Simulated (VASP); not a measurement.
# TiAl (P-6m2) in VASP: notebook

TiAl is run at these levels: r2SCAN; tasks: single point.

Program: VASP 6.6.1. These are calculated values, not measurements. Logs are shortened: lines on timing, memory, paths and dates and some standing lists are left out, and cuts for length are marked.

### Step 1. The cell of the first run

It takes space group P-6m2 (No. 187, hexagonal). The conventional cell has a = 2.781 Å, b = 2.781 Å, c = 4.538 Å, α = 90.00°, β = 90.00°, γ = 120.00°. Within 3.7 Å of Ti (site symmetry -6m2) lie 6 Al at 2.78 Å and 6 Ti at 2.78 Å. Within 3.7 Å of Al (site symmetry -6m2) lie 6 Ti at 2.78 Å and 6 Al at 2.78 Å.

### Step 2. Single point, r2SCAN (strain -0.030 along x and y, -0.030 along z)

Contents of POSCAR:

```
TiAl
1.0
    2.7812443657      0.0000000000      0.0000000000
   -1.3906221828      2.4086282748      0.0000000000
    0.0000000000      0.0000000000      4.5377405100
Ti Al
1 1
Direct
    0.0000000000      0.0000000000      0.0000000000
    0.3333333333      0.6666666667      0.5000000000
```

Contents of INCAR.step1:

```
ALGO     = Normal         # electronic algorithm
EDIFF    = 1E-4           # SCF threshold, eV
ENCUT    = 520            # plane-wave cutoff, eV
GGA      = PE             # functional
ISMEAR   = 0              # smearing method
LASPH    = T              # aspherical terms in the spheres
LCHARG   = F              # write CHGCAR
LREAL    = F              # projectors in reciprocal space
LWAVE    = T              # write WAVECAR
NBANDS   = 14             # bands
NELM     = 60             # most SCF steps
PREC     = Accurate       # precision mode
SIGMA    = 0.15           # smearing width, eV
```

Contents of INCAR.step2:

```
ALGO     = Normal         # electronic algorithm
EDIFF    = 1E-6           # SCF threshold, eV
ENCUT    = 520            # plane-wave cutoff, eV
ISIF     = 2              # what is computed and relaxed
ISMEAR   = 0              # smearing method
ISTART   = 1            
LASPH    = T              # aspherical terms in the spheres
LCHARG   = T              # write CHGCAR
LELF     = T              # ELF
LMIXTAU  = T            
LREAL    = F              # projectors in reciprocal space
LVHAR    = T            
LWAVE    = F              # write WAVECAR
METAGGA  = R2SCAN         # meta-GGA
NBANDS   = 14             # bands
NELM     = 60             # most SCF steps
PREC     = Accurate       # precision mode
SIGMA    = 0.15           # smearing width, eV
```

Contents of KPOINTS:

```
k-points
0
Gamma
  18 18 10
```

Potentials or basis: VASP PAW PBE potentials, release 64 (Ti_sv, Al).

Command:

```sh
cat potpaw_PBE.64/Ti_sv/POTCAR potpaw_PBE.64/Al/POTCAR > POTCAR
cp INCAR.step1 INCAR
mpirun -np 1 vasp_std > vasp.out
cp INCAR.step2 INCAR
mpirun -np 1 vasp_std > vasp.out
```

OUTCAR:

```text
EDIFF = 1E-6
   ENCUT = 520
   ISIF = 2
   ISMEAR = 0
   ISTART = 1
   LASPH = T
   LREAL = F
   METAGGA = R2SCAN
   NELM = 60
   PREC = Accurate

 ion  position               nearest neighbor table
   1  0.000  0.000  0.000-   2 2.78   2 2.78   2 2.78   2 2.78   2 2.78   2 2.78
   2  0.333  0.667  0.500-   1 2.78   1 2.78   1 2.78   1 2.78   1 2.78   1 2.78

  LATTYP: Found a hexagonal cell.
 ALAT       =     2.7812443657
 C/A-ratio  =     1.6315504549

  Lattice vectors:

 A1 = (   2.7812443657,   0.0000000000,   0.0000000000)
 A2 = (  -1.3906221828,   2.4086282748,   0.0000000000)
 A3 = (   0.0000000000,   0.0000000000,   4.5377405100)

Analysis of symmetry for initial positions (statically):
=====================================================================
 Subroutine PRICEL returns:
 Original cell was already a primitive cell.

 Routine SETGRP: Setting up the symmetry group for a
 hexagonal supercell.

 Subroutine GETGRP returns: Found 12 space group operations
 (whereof 12 operations were pure point group operations)
 out of a pool of 24 trial point group operations.

The static configuration has the point symmetry D_3h.

Analysis of symmetry for dynamics (positions and initial velocities):
=====================================================================
 Subroutine PRICEL returns:
 Original cell was already a primitive cell.

 Routine SETGRP: Setting up the symmetry group for a
 hexagonal supercell.

 Subroutine GETGRP returns: Found 12 space group operations
 (whereof 12 operations were pure point group operations)
 out of a pool of 24 trial point group operations.

The dynamic configuration has the point symmetry D_3h.

 Subroutine INISYM returns: Found 12 space group operations
 (whereof 12 operations are pure point group operations),
 and found     1 'primitive' translations

----------------------------------------------------------------------------------------

                                     Primitive cell

  volume of cell :      30.3983

  direct lattice vectors                    reciprocal lattice vectors
     2.781244366  0.000000000  0.000000000     0.359551290  0.207587034  0.000000000
    -1.390622183  2.408628275  0.000000000     0.000000000  0.415174068  0.000000000
     0.000000000  0.000000000  4.537740510     0.000000000  0.000000000  0.220373994

  length of vectors
     2.781244366  2.781244366  4.537740510     0.415174068  0.415174068  0.220373994

  position of ions in fractional coordinates (direct lattice)
     0.000000000  0.000000000  0.000000000
     0.333333333  0.666666667  0.500000000
[... 89 lines left out ...]
   NUPDOWN=      -1.0000    fix difference up-down
   EMIN   =  10.00;   EMAX   =-10.00  energy-range for DOS
   EFERMI =   0.00;   METHOD = LEGACY
   ISMEAR =     0;   SIGMA  =   0.15  broadening in eV -4-tet -1-fermi 0-gaus
   EFERMI_NEDOS =   21; number of points for ismear=-14 and -15
   IALGO  =     38    algorithm
   IMIX   =      4    mixing-type and parameters
     AMIX     =   0.40;   BMIX     =  1.00
     AMIX_MAG =   1.60;   BMIX_MAG =  1.00
  volume/ion in A,a.u.               =      15.20       102.57
  Fermi-wavevector in a.u.,A,eV,Ry     =   1.293667  2.444676 22.770349  1.673573
  Thomas-Fermi vector in A             =   2.425298
   LORBIT       =      0    0 simple, 1 ext, 2 COOP (PROOUT), +10 PAW based schemes
   METAGGA = R2SCAN    functional components
   LHFCALC =     F    Hartree Fock is set to
   AEXX    =    0.0000 exact exchange contribution
   IVDW    =     0    specifies the selected vdW correction
   LEPSILON=     F    determine dielectric tensor
   LRPA    =     F    only Hartree local field effects (RPA)
 non-spin polarized calculation
 Gauss-broadening in eV      SIGMA  =   0.15
  energy-cutoff  :      520.00
  volume of cell :       30.40
 maximum number of plane-waves:       838
 NGX is ok and might be reduce to    24
   NGX = 11   NGY = 11   NGZ = 17

 number of electron      14.9999998 magnetization

 Free energy of the ion-electron system (eV)
  ---------------------------------------------------
  ext. energy  EPLUGINS =         0.00000000
  ---------------------------------------------------
  free energy    TOTEN  =       -20.16328512 eV

  energy without entropy =      -20.13962836  energy(sigma->0) =      -20.15145674

 E-fermi :   8.8098     XC(G=0): -12.1654

 val. band max:        8.8085881214   @ k =   0.3889   0.0556   0.5000
 cond. band min:       8.8116655717   @ k =   0.1111   0.1111   0.4000
 fundamental gap:      0.0030774504
 Fermi energy:         8.8098208424

 k-point     1 :       0.0000    0.0000    0.0000
  band No.  band energies     occupation
      1     -49.8245      2.00000
      2     -25.1227      2.00000
      3     -24.5781      2.00000
      4     -24.5780      2.00000
      5      -1.1048      2.00000
      6       6.2753      2.00000
      7       6.6773      2.00000
      8      10.3628      0.00000
      9      10.3628      0.00000
     10      12.2068      0.00000
     11      12.2068      0.00000
     12      13.5070      0.00000
     13      23.1313      0.00000
     14      23.1313      0.00000
[... 377 lines left out ...]
      1     -49.6801      2.00000
      2     -25.3322      2.00000
      3     -24.9845      2.00000
      4     -24.8140      2.00000
      5       4.1336      2.00000
      6       6.6858      2.00000
      7       7.1766      2.00000
      8       7.8981      2.00000
      9      10.7337      0.00000
     10      12.4364      0.00000
     11      13.6189      0.00000
     12      13.9933      0.00000
     13      15.1233      0.00000
     14      16.5120      0.00000

 [... further k-points ...]

------------------------ aborting loop because EDIFF is reached ----------------------------------------

  FORCE on cell =-STRESS in cart. coord.  units (eV):
  Direction    XX          YY          ZZ          XY          YZ          ZX
  --------------------------------------------------------------------------------------
  -------------------------------------------------------------------------------------
  Total        2.0715958      2.0715958      2.1033614      0.0000000      0.0000000      0.0000000
  in kB      109.1860165    109.1860165    110.8602620      0.0000000      0.0000000      0.0000000
  external PRESSURE =     109.7440983 kB  Pullay stress =       0.0000000 kB

 VOLUME and BASIS-vectors are now :
 -----------------------------------------------------------------------------
  energy-cutoff  :      520.00
  volume of cell :       30.40
      direct lattice vectors                 reciprocal lattice vectors
     2.781244366  0.000000000  0.000000000     0.359551290  0.207587034  0.000000000
    -1.390622183  2.408628275  0.000000000     0.000000000  0.415174068  0.000000000
     0.000000000  0.000000000  4.537740510     0.000000000  0.000000000  0.220373994

 POSITION                                       TOTAL-FORCE (eV/Angst)
 -----------------------------------------------------------------------------------
      0.00000      0.00000      0.00000        -0.000000      0.000000      0.000000
     -0.00000      1.60575      2.26887         0.000000     -0.000000      0.000000
 -----------------------------------------------------------------------------------
    total drift:                                0.000003     -0.000002      0.000000

  FREE ENERGIE OF THE ION-ELECTRON SYSTEM (eV)
  ---------------------------------------------------
  free  energy   TOTEN  =       -20.1632851178 eV

  energy  without entropy=      -20.1396283590  energy(sigma->0) =      -20.15145674
```

OUTCAR.step1:

```text
EDIFF = 1E-4
   ENCUT = 520
   GGA = PE
   ISMEAR = 0
   LASPH = T
[... 630 lines left out ...]
 -----------------------------------------------------------------------------------
      0.00000      0.00000      0.00000         0.000000      0.000000      0.000000
     -0.00000      1.60575      2.26887        -0.000000      0.000000      0.000000
 -----------------------------------------------------------------------------------
    total drift:                                0.000000     -0.000000      0.000000

  FREE ENERGIE OF THE ION-ELECTRON SYSTEM (eV)
  ---------------------------------------------------
  free  energy   TOTEN  =       -11.9952011457 eV

  energy  without entropy=      -11.9692651833  energy(sigma->0) =      -11.98223316
```

OSZICAR.step1:

```text
N       E                     dE             d eps       ncg     rms          rms(c)
DAV:   1     0.101565178514E+03    0.10157E+03   -0.71719E+03  6222   0.110E+03
DAV:   2    -0.742058927170E+01   -0.10899E+03   -0.10460E+03  6450   0.302E+02
DAV:   3    -0.131921574847E+02   -0.57716E+01   -0.56562E+01  9456   0.663E+01
DAV:   4    -0.133419780247E+02   -0.14982E+00   -0.14958E+00  6990   0.971E+00
DAV:   5    -0.133479415742E+02   -0.59635E-02   -0.59631E-02  9218   0.178E+00    0.993E+00
DAV:   6    -0.122309338200E+02    0.11170E+01   -0.52031E+00  7052   0.290E+01    0.370E+00
DAV:   7    -0.120111719901E+02    0.21976E+00   -0.60443E-01  6834   0.911E+00    0.231E+00
DAV:   8    -0.119973327186E+02    0.13839E-01   -0.14976E-01  7302   0.447E+00    0.769E-01
DAV:   9    -0.119966467807E+02    0.68594E-03   -0.38206E-02  6824   0.283E+00    0.391E-01
DAV:  10    -0.119951491949E+02    0.14976E-02   -0.57344E-03  7050   0.991E-01    0.616E-02
DAV:  11    -0.119952011457E+02   -0.51951E-04   -0.57376E-04  8228   0.228E-01
   1 F= -.11995201E+02 E0= -.11982233E+02  d E =-.259360E-01
```

Run time: 2.6 min. Hardware: 1 thread of Intel Xeon 6975P-C (Granite Rapids), shared host; peak memory 0.24 GiB.

What came out:

```yaml
Free_energy: -20.1633 eV
Pressure: 11.0 GPa
```

Levels at points of the mesh, in eV from the Fermi level:
| k point | band 5 | band 6 | band 7 | band 8 | band 9 | band 10 |
| --- | --- | --- | --- | --- | --- | --- |
| (0.00, 0.00, 0.00) | -9.91 | -2.53 | -2.13 | 1.55 | 1.55 | 3.40 |
| (0.50, 0.00, 0.00) | -4.17 | -3.00 | -1.78 | -1.17 | 2.59 | 4.54 |
| (0.00, 0.00, 0.50) | -8.89 | -5.84 | -0.51 | 1.57 | 1.57 | 3.31 |
| (0.50, 0.00, 0.50) | -4.10 | -2.64 | -2.09 | 0.59 | 1.12 | 2.36 |

Caveat: the cell differs from its parent crystal (strain -0.030 along x and y, -0.030 along z); the PAW data sets were made with another functional, which shifts forces and pressure a little.

### Step 3. Single point, r2SCAN (strain -0.030 along x and y, +0.015 along z)

Edit POSCAR of step 2 so:

```diff
@@ -4,3 +4,3 @@
    -1.3906221828      2.4086282748      0.0000000000
-    0.0000000000      0.0000000000      4.5377405100
+    0.0000000000      0.0000000000      4.7482542450
 Ti Al
```

Contents of INCAR.step1:

```
SYSTEM = TiAl
PREC = Accurate
ENCUT = 520
ISMEAR = 0
SIGMA = 0.15
LREAL = .FALSE.
LASPH = .TRUE.
NELM = 60
NBANDS = 14
GGA = PE
ALGO = Normal
EDIFF = 1E-4
LWAVE = .TRUE.
LCHARG = .FALSE.
```

Contents of INCAR.step2:

```
SYSTEM = TiAl
PREC = Accurate
ENCUT = 520
EDIFF = 1E-7
ISMEAR = 0
SIGMA = 0.15
LREAL = .FALSE.
LASPH = .TRUE.
NELM = 60
ALGO = Normal
ISIF = 2
LWAVE = .FALSE.
LCHARG = .FALSE.
METAGGA = R2SCAN
LMIXTAU = .TRUE.
NBANDS = 14
ISTART = 1
```

Contents of KPOINTS:

```
regular mesh
0
G
  18 18 10
  0 0 0
```

Potentials or basis: VASP PAW PBE potentials, release 64 (Ti_sv, Al).

Command:

```sh
cat potpaw_PBE.64/Ti_sv/POTCAR potpaw_PBE.64/Al/POTCAR > POTCAR
cp INCAR.step1 INCAR
mpirun -np 1 vasp_std > vasp.out
cp INCAR.step2 INCAR
mpirun -np 1 vasp_std > vasp.out
```

Wall time 2.9 min (1 thread of Intel Xeon 6975P-C (Granite Rapids), shared host); peak memory 0.24 GiB.

The run converged. Its results:

```yaml
Free_energy: -20.2007 eV
Pressure: 4.1 GPa
```

Stress tensor (GPa, compression positive):
```
 7.22  0.00  0.00
 0.00  7.22  0.00
 0.00  0.00 -2.20
```

Levels at points of the mesh, in eV from the Fermi level:
| k point | band 4 | band 5 | band 6 | band 7 | band 8 | band 9 | band 10 | band 11 |
| --- | --- | --- | --- | --- | --- | --- | --- | --- |
| (0.00, 0.00, 0.00) | -33.50 | -9.81 | -2.70 | -2.52 | 1.50 | 1.50 | 3.37 | 3.37 |
| (0.50, 0.00, 0.00) | -33.68 | -4.00 | -2.89 | -1.72 | -1.21 | 2.60 | 4.17 | 4.37 |
| (0.00, 0.00, 0.50) | -33.50 | -8.96 | -5.85 | -0.76 | 1.51 | 1.51 | 3.31 | 3.31 |
| (0.50, 0.00, 0.50) | -33.68 | -3.90 | -2.67 | -2.05 | 0.58 | 1.01 | 2.44 | 3.04 |

Caveat: the cell differs from its parent crystal (strain -0.030 along x and y, +0.015 along z); the PAW data sets were made with another functional, which shifts forces and pressure a little.

### Step 4. Single point, r2SCAN (strain +0.000 along x and y, +0.015 along z)

Contents of POSCAR:

```
TiAl
1.0
    2.8672622327      0.0000000000      0.0000000000
   -1.4336311163      2.4831219328      0.0000000000
    0.0000000000      0.0000000000      4.7482542450
Ti Al
1 1
Direct
    0.0000000000      0.0000000000      0.0000000000
    0.3333333333      0.6666666667      0.5000000000
```

Contents of INCAR.step1:

```
ALGO = Normal
EDIFF = 1E-4
ENCUT = 520
GGA = PE
ISMEAR = 0
LASPH = T
LCHARG = F
LREAL = F
LWAVE = T
NBANDS = 14
NELM = 100
PREC = Accurate
SIGMA = 0.15
```

Contents of INCAR.step2:

```
ALGO = Normal
EDIFF = 1E-6
ENCUT = 520
ISIF = 2
ISMEAR = 0
ISTART = 1
LASPH = T
LCHARG = F
LMIXTAU = T
LREAL = F
LWAVE = F
METAGGA = R2SCAN
NBANDS = 14
NELM = 100
PREC = Accurate
SIGMA = 0.15
```

Contents of KPOINTS:

```
k-points
0
Gamma
  18 18 10
```

Command:

```sh
cat potpaw_PBE.64/Ti_sv/POTCAR potpaw_PBE.64/Al/POTCAR > POTCAR
cp INCAR.step1 INCAR
mpirun -np 1 vasp_std > vasp.out
cp INCAR.step2 INCAR
mpirun -np 1 vasp_std > vasp.out
```

It took 2.7 min on 1 thread of Intel Xeon 6975P-C (Granite Rapids), shared host; peak memory 0.24 GiB.

The run converged. Its results:

| Quantity | Value |
| --- | --- |
| Free energy | -20.2350 eV |
| Pressure | -2.7 GPa |

Stress tensor (GPa, compression positive):
```
-1.32  0.00  0.00
 0.00 -1.32  0.00
 0.00  0.00 -5.57
```

Levels at points of the mesh, in eV from the Fermi level:
| k point | band 5 | band 6 | band 7 | band 8 | band 9 | band 10 |
| --- | --- | --- | --- | --- | --- | --- |
| (0.00, 0.00, 0.00) | -9.41 | -2.48 | -2.21 | 1.42 | 1.42 | 3.06 |
| (0.50, 0.00, 0.00) | -3.86 | -2.95 | -1.52 | -1.01 | 2.38 | 4.15 |
| (0.00, 0.00, 0.50) | -8.54 | -5.63 | -0.51 | 1.43 | 1.43 | 2.99 |
| (0.50, 0.00, 0.50) | -3.75 | -2.57 | -1.89 | 0.41 | 1.03 | 2.19 |

Caveat: the cell differs from its parent crystal (strain +0.000 along x and y, +0.015 along z); the PAW data sets were made with another functional, which shifts forces and pressure a little.

### Step 5. Summary

```csv
cell,gap on the mesh (eV),pressure (GPa)
"a = 2.781, b = 2.781, c = 4.538 Å, angles 90.0, 90.0, 120.0°, 2 atoms",none,11.0
"a = 2.781, b = 2.781, c = 4.748 Å, angles 90.0, 90.0, 120.0°, 2 atoms",none,4.1
"a = 2.867, b = 2.867, c = 4.748 Å, angles 90.0, 90.0, 120.0°, 2 atoms",none,-2.7
```

Alike in all rows: task single point; level r2SCAN; potentials or basis VASP PAW PBE potentials, release 64 (Ti_sv, Al); no spin polarisation; k mesh 18 × 18 × 10; cutoff (eV) 520; smearing gaussian 0.15 eV.

Caveats: the PAW data sets were made with another functional, which shifts forces and pressure a little.

Total energies depend on the potentials used, so only differences within one code and one set of settings carry meaning.
